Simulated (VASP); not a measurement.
# Ti2Ru (P-6m2) in VASP: relaxation of cell and atoms with PBE

Aim: the relaxation of cell and atoms of Ti2Ru with PBE.

All numbers are computed with VASP 6.6.1; they aren't measurements. Logs are shortened: lines on timing, memory, paths and dates and some standing lists are left out, and cuts for length are marked.

### Step 1. The cell of the first run

It takes space group P-6m2 (No. 187, hexagonal). The conventional cell has a = 2.943 Å, b = 2.943 Å, c = 6.556 Å, α = 90.00°, β = 90.00°, γ = 120.00°. Within 3.4 Å of Ti (site symmetry 3m) lie 3 Ru at 2.58 Å and 7 Ti at 2.66 to 2.94 Å. Ru (site symmetry -6m2) has 6 Ti at 2.58 Å and 6 Ru at 2.94 Å within 3.4 Å.

The cell was generated, and may not be a known phase.

### Step 2. Relaxation of cell and atoms, PBE

INCAR reads:

```
SYSTEM = Ti2Ru
  ALGO = Normal
  EDIFF = 1E-7
  EDIFFG = -0.01
  ENCUT = 500
  GGA = PE
  GGA_COMPAT = .FALSE.
  IBRION = 2
  ISIF = 3
  ISMEAR = 0
  LASPH = .TRUE.
  LCHARG = .FALSE.
  LREAL = .FALSE.
  LWAVE = .FALSE.
  NELM = 120
  NELMIN = 4
  NSW = 100
  PREC = Accurate
  SIGMA = 0.1
```

KPOINTS reads:

```
k-points
0
G
  18 18 8
  0 0 0
```

POSCAR reads:

```
Ti2Ru
1.0
    2.9432211546      0.0000000000      0.0000000000
   -1.4716105773      2.5489042889      0.0000000000
    0.0000000000      0.0000000000      6.5564690428
Ti Ru
2 1
Direct
    0.6666666667      0.3333333333      0.7030653722
    0.6666666667      0.3333333333      0.2969346278
    0.3333333333      0.6666666667      0.0000000000
```

Potentials or basis: VASP PAW PBE potentials, release 64 (Ti_sv, Ru_pv).

Command:

```console
$ cat potpaw_PBE.64/Ti_sv/POTCAR potpaw_PBE.64/Ru_pv/POTCAR > POTCAR
$ mpirun -np 1 vasp_std > vasp.out
```

OUTCAR:

```text
SYSTEM = Ti2Ru
   EDIFF = 1E-7
   EDIFFG = -0.01
   ENCUT = 500
   GGA = PE
   IBRION = 2
   ISIF = 3
   ISMEAR = 0
   LASPH = .TRUE.
   LREAL = .FALSE.
   NELM = 120
   NELMIN = 4
   NSW = 100
   PREC = Accurate

 ion  position               nearest neighbor table
   1  0.667  0.333  0.703-   3 2.58   3 2.58   3 2.58   2 2.66
   2  0.667  0.333  0.297-   3 2.58   3 2.58   3 2.58   1 2.66
   3  0.333  0.667  0.000-   1 2.58   2 2.58   1 2.58   2 2.58   1 2.58   2 2.58

  LATTYP: Found a hexagonal cell.
 ALAT       =     2.9432211546
 C/A-ratio  =     2.2276508283

  Lattice vectors:

 A1 = (   2.9432211546,   0.0000000000,   0.0000000000)
 A2 = (  -1.4716105773,   2.5489042889,   0.0000000000)
 A3 = (   0.0000000000,   0.0000000000,   6.5564690428)

Analysis of symmetry for initial positions (statically):
=====================================================================
 Subroutine PRICEL returns:
 Original cell was already a primitive cell.

 Routine SETGRP: Setting up the symmetry group for a
 hexagonal supercell.

 Subroutine GETGRP returns: Found 12 space group operations
 (whereof 12 operations were pure point group operations)
 out of a pool of 24 trial point group operations.

The static configuration has the point symmetry D_3h.

Analysis of symmetry for dynamics (positions and initial velocities):
=====================================================================
 Subroutine PRICEL returns:
 Original cell was already a primitive cell.

 Routine SETGRP: Setting up the symmetry group for a
 hexagonal supercell.

 Subroutine GETGRP returns: Found 12 space group operations
 (whereof 12 operations were pure point group operations)
 out of a pool of 24 trial point group operations.

The dynamic configuration has the point symmetry D_3h.

 Subroutine INISYM returns: Found 12 space group operations
 (whereof 12 operations are pure point group operations),
 and found     1 'primitive' translations

----------------------------------------------------------------------------------------

                                     Primitive cell

  volume of cell :      49.1866

  direct lattice vectors                    reciprocal lattice vectors
     2.943221155  0.000000000  0.000000000     0.339763799  0.196162721  0.000000000
    -1.471610577  2.548904289  0.000000000     0.000000000  0.392325441  0.000000000
     0.000000000  0.000000000  6.556469043     0.000000000  0.000000000  0.152521120

  length of vectors
     2.943221155  2.943221155  6.556469043     0.392325441  0.392325441  0.152521120

  position of ions in fractional coordinates (direct lattice)
     0.666666667  0.333333333  0.703065372
     0.666666667  0.333333333  0.296934628
     0.333333333  0.666666667  0.000000000

  ion indices of the primitive-cell ions
   primitive index   ion index
                 1           1
                 2           2
                 3           3

----------------------------------------------------------------------------------------

 KPOINTS: k-points

Automatic generation of k-mesh.
 Grid dimensions read from file:
 generate k-points for:   18   18    8

 Generating k-lattice:

  Cartesian coordinates                     Fractional coordinates (reciprocal lattice)
     0.018875767  0.010897929  0.000000000     0.055555556  0.000000000  0.000000000
     0.000000000  0.021795858  0.000000000     0.000000000  0.055555556  0.000000000
     0.000000000  0.000000000  0.019065140     0.000000000  0.000000000  0.125000000

  Length of vectors
     0.021795858  0.021795858  0.019065140

  Shift w.r.t. Gamma in fractional coordinates (k-lattice)
     0.000000000  0.000000000  0.000000000

 Subroutine IBZKPT returns following result:
 ===========================================

 Found    185 irreducible k-points:

 Following reciprocal coordinates:
            Coordinates               Weight
  0.000000  0.000000  0.000000      1.000000
  0.055556  0.000000  0.000000      6.000000
  0.111111  0.000000  0.000000      6.000000
  0.166667  0.000000  0.000000      6.000000
  0.222222  0.000000  0.000000      6.000000
  0.277778  0.000000  0.000000      6.000000
[... 16 lines left out ...]
  0.333333  0.111111  0.000000     12.000000
  0.388889  0.111111  0.000000     12.000000
 [... further k-points ...]
   k-points           NKPTS =    185   k-points in BZ     NKDIM =    185   number of bands    NBANDS=     23
   number of dos      NEDOS =    301   number of ions     NIONS =      3
   total plane-waves  NPLWV =  27648
   dimension x,y,z NGX =    24 NGY =   24 NGZ =   48
   dimension x,y,z NGXF=    48 NGYF=   48 NGZF=   96
   ions per type =               2   1
   NGX,Y,Z   is equivalent  to a cutoff of  13.56, 13.56, 12.17 a.u.
   NGXF,Y,Z  is equivalent  to a cutoff of  27.11, 27.11, 24.34 a.u.
 SYSTEM =  Ti2Ru
   PREC   = accura    normal or accurate (medium, high low for compatibility)
   ISTART =      0    job   : 0-new  1-cont  2-samecut
   ICHARG =      2    charge: 1-file 2-atom 10-const
   ISPIN  =      1    spin polarized calculation?
   LNONCOLLINEAR =      F non collinear calculations
   LSORBIT =      F    spin-orbit coupling
   LASPH  =      T    aspherical Exc in radial PAW
   ENCUT  =  500.0 eV  36.75 Ry    6.06 a.u.   5.37  5.37 11.95*2*pi/ulx,y,z
   NELM   =    120;   NELMIN=  4; NELMDL= -5     # of ELM steps
   EDIFF  = 0.1E-06   stopping-criterion for ELM
   LREAL  =      F    real-space projection
   EDIFFG = -.1E-01   stopping-criterion for IOM
   NSW    =    100    number of steps for IOM
   IBRION =      2    ionic relax: 0-MD 1-quasi-New 2-CG
   NFREE  =      1    steps in history (QN), initial steepest desc. (CG)
   ISIF   =      3    stress and relaxation
   ISYM   =      2    0-nonsym 1-usesym 2-fastsym
   POTIM  = 0.5000    time-step for ionic-motion
   TEBEG  =    0.0;   TEEND  =   0.0 temperature during run
   PSTRESS=    0.0 pullay stress
   NELECT =      38.0000    total number of electrons
   NUPDOWN=      -1.0000    fix difference up-down
   EMIN   =  10.00;   EMAX   =-10.00  energy-range for DOS
   EFERMI =   0.00;   METHOD = LEGACY
   ISMEAR =     0;   SIGMA  =   0.10  broadening in eV -4-tet -1-fermi 0-gaus
   EFERMI_NEDOS =   21; number of points for ismear=-14 and -15
   IALGO  =     38    algorithm
   IMIX   =      4    mixing-type and parameters
     AMIX     =   0.40;   BMIX     =  1.00
     AMIX_MAG =   1.60;   BMIX_MAG =  1.00
  volume/ion in A,a.u.               =      16.40       110.64
  Fermi-wavevector in a.u.,A,eV,Ry     =   1.502175  2.838699 30.701954  2.256530
  Thomas-Fermi vector in A             =   2.613450
   LORBIT       =      0    0 simple, 1 ext, 2 COOP (PROOUT), +10 PAW based schemes
   GGA     = PE    functional components
   LHFCALC =     F    Hartree Fock is set to
   AEXX    =    0.0000 exact exchange contribution
   IVDW    =     0    specifies the selected vdW correction
   LEPSILON=     F    determine dielectric tensor
   LRPA    =     F    only Hartree local field effects (RPA)
 conjugate gradient relaxation of ions
 non-spin polarized calculation
 Gauss-broadening in eV      SIGMA  =   0.10
  energy-cutoff  :      500.00
  volume of cell :       49.19
 maximum number of plane-waves:      1284
 NGX is ok and might be reduce to    24
   NGX = 11   NGY = 11   NGZ = 23

--------------------------------------- Ionic step        1  -------------------------------------------

 number of electron      37.9999996 magnetization

 Free energy of the ion-electron system (eV)
  ---------------------------------------------------
  ext. energy  EPLUGINS =         0.00000000
  ---------------------------------------------------
  free energy    TOTEN  =       -25.02603779 eV

  energy without entropy =      -24.99635136  energy(sigma->0) =      -25.01119458

------------------------ aborting loop because EDIFF is reached ----------------------------------------

  FORCE on cell =-STRESS in cart. coord.  units (eV):
  Direction    XX          YY          ZZ          XY          YZ          ZX
  --------------------------------------------------------------------------------------
  -------------------------------------------------------------------------------------
  Total       -0.2576360     -0.2576360      0.5474346      0.0000000      0.0000000      0.0000000
  in kB       -8.3920994     -8.3920994     17.8318497      0.0000000      0.0000000      0.0000000
  external PRESSURE =       0.3492170 kB  Pullay stress =       0.0000000 kB
[... 92 lines left out ...]
  FREE ENERGIE OF THE ION-ELECTRON SYSTEM (eV)
  ---------------------------------------------------
  free  energy   TOTEN  =       -25.0371446022 eV

  energy  without entropy=      -25.0077692347  energy(sigma->0) =      -25.02245692

[... ionic steps 4 to 9 ...]

--------------------------------------- Ionic step       10  -------------------------------------------

 number of electron      37.9999991 magnetization

------------------------ aborting loop because EDIFF is reached ----------------------------------------

  FORCE on cell =-STRESS in cart. coord.  units (eV):
  Direction    XX          YY          ZZ          XY          YZ          ZX
  --------------------------------------------------------------------------------------
  -------------------------------------------------------------------------------------
  Total       -0.0325464     -0.0325464      0.0113190     -0.0000000     -0.0000000      0.0000000
  in kB       -1.0750775     -1.0750775      0.3738917     -0.0000000     -0.0000000      0.0000000
  external PRESSURE =      -0.5920877 kB  Pullay stress =       0.0000000 kB
[... 59 lines left out ...]
  energy  without entropy=      -25.0140197693  energy(sigma->0) =      -25.02799682

--------------------------------------- Ionic step       12  -------------------------------------------

 number of electron      37.9999991 magnetization

 Free energy of the ion-electron system (eV)
  ---------------------------------------------------
  ext. energy  EPLUGINS =         0.00000000
  ---------------------------------------------------
  free energy    TOTEN  =       -25.04200339 eV

  energy without entropy =      -25.01417010  energy(sigma->0) =      -25.02808674

 E-fermi :   9.5359     XC(G=0): -12.1810

 val. band max:        9.5347372354   @ k =   0.2222   0.0000   0.0000
 cond. band min:       9.5360122136   @ k =   0.1667   0.0000   0.3750
 fundamental gap:      0.0012749782
 Fermi energy:         9.5359293275

 k-point     1 :       0.0000    0.0000    0.0000
  band No.  band energies     occupation
      1     -47.3788      2.00000
      2     -47.3212      2.00000
      3     -33.0621      2.00000
      4     -32.8706      2.00000
      5     -32.8706      2.00000
      6     -23.8972      2.00000
[... 613 lines left out ...]
     22      10.5529      0.00000
     23      11.8741      0.00000

 [... further k-points ...]

------------------------ aborting loop because EDIFF is reached ----------------------------------------

  FORCE on cell =-STRESS in cart. coord.  units (eV):
  Direction    XX          YY          ZZ          XY          YZ          ZX
  --------------------------------------------------------------------------------------
  -------------------------------------------------------------------------------------
  Total       -0.0158067     -0.0158067      0.0177012     -0.0000000     -0.0000000      0.0000000
  in kB       -0.5227726     -0.5227726      0.5854292     -0.0000000     -0.0000000      0.0000000
  external PRESSURE =      -0.1533720 kB  Pullay stress =       0.0000000 kB
[... 18 lines left out ...]
  FREE ENERGIE OF THE ION-ELECTRON SYSTEM (eV)
  ---------------------------------------------------
  free  energy   TOTEN  =       -25.0420033860 eV

  energy  without entropy=      -25.0141700983  energy(sigma->0) =      -25.02808674

 reached required accuracy - stopping structural energy minimisation
```

Wall time 27 min (1 thread of Oxide Virtual Turin-like, shared host); peak memory 0.3 GiB.

Results:

* Free energy: -25.0420 eV
* Relaxed volume: 16.15 Å³/atom
* Relaxed cell: a = 2.894 Å, b = 2.894 Å, c = 6.677 Å, α = 90.00°, β = 90.00°, γ = 120.00°
* Space group after relaxing (to 0.1 Å): P-6m2 (No. 187)
* Energy gained by relaxing: 5.3 meV/atom
* Ionic steps: 12
* Pressure after relaxing: 0.0 GPa
* Largest force after relaxing: 0.003 eV/Å
* Band gap on the k mesh: zero (bands 19 and 20 overlap by 0.65 eV)

Forces on the atoms (eV/Å):
```
Ti   0.000  0.000  0.003
Ti   0.000  0.000 -0.003
Ru   0.000  0.000  0.000
```

The path:
```csv
step,energy change (eV),largest force (eV/Å),pressure (GPa),volume (Å³)
1,0.0000,0.1505,0.03,49.19
2,-0.0072,0.1050,-0.67,49.21
3,-0.0111,0.0231,-1.80,49.24
4,-0.0138,0.0443,-0.90,48.84
5,-0.0141,0.0506,-0.53,48.68
6,-0.0150,0.0587,-0.26,48.60
7,-0.0155,0.0713,0.22,48.47
8,-0.0158,0.0423,-0.01,48.52
9,-0.0158,0.0243,-0.14,48.54
10,-0.0159,0.0194,-0.06,48.50
11,-0.0159,0.0104,0.08,48.43
12,-0.0160,0.0032,-0.02,48.44
```

Final structure:
```cif
data_structure
_symmetry_space_group_name_H-M 'P 1'
_symmetry_Int_Tables_number 1
_cell_length_a 2.8944
_cell_length_b 2.8944
_cell_length_c 6.6773
_cell_angle_alpha 90.000
_cell_angle_beta 90.000
_cell_angle_gamma 120.000
_cell_volume 48.44
loop_
_atom_site_label
_atom_site_type_symbol
_atom_site_fract_x
_atom_site_fract_y
_atom_site_fract_z
_atom_site_occupancy
Ti1 Ti 0.66667 0.33333 0.69808 1
Ti2 Ti 0.66667 0.33333 0.30192 1
Ru1 Ru 0.33333 0.66667 0.00000 1
```

Levels at points of the mesh, in eV from the Fermi level:
| k point | band 16 | band 17 | band 18 | band 19 | band 20 | band 21 | band 22 | band 23 |
| --- | --- | --- | --- | --- | --- | --- | --- | --- |
| (0.00, 0.00, 0.00) | -2.18 | -1.42 | -1.16 | -1.16 | -0.16 | 0.77 | 0.77 | 1.52 |
| (0.50, 0.00, 0.00) | -1.67 | -1.15 | -0.95 | 0.12 | 0.74 | 0.76 | 1.42 | 2.26 |
| (0.00, 0.00, 0.50) | -2.16 | -1.23 | -1.23 | -0.97 | 0.41 | 1.04 | 1.04 | 1.26 |
| (0.50, 0.00, 0.50) | -1.78 | -1.35 | -1.32 | 0.35 | 0.92 | 0.93 | 2.17 | 2.27 |
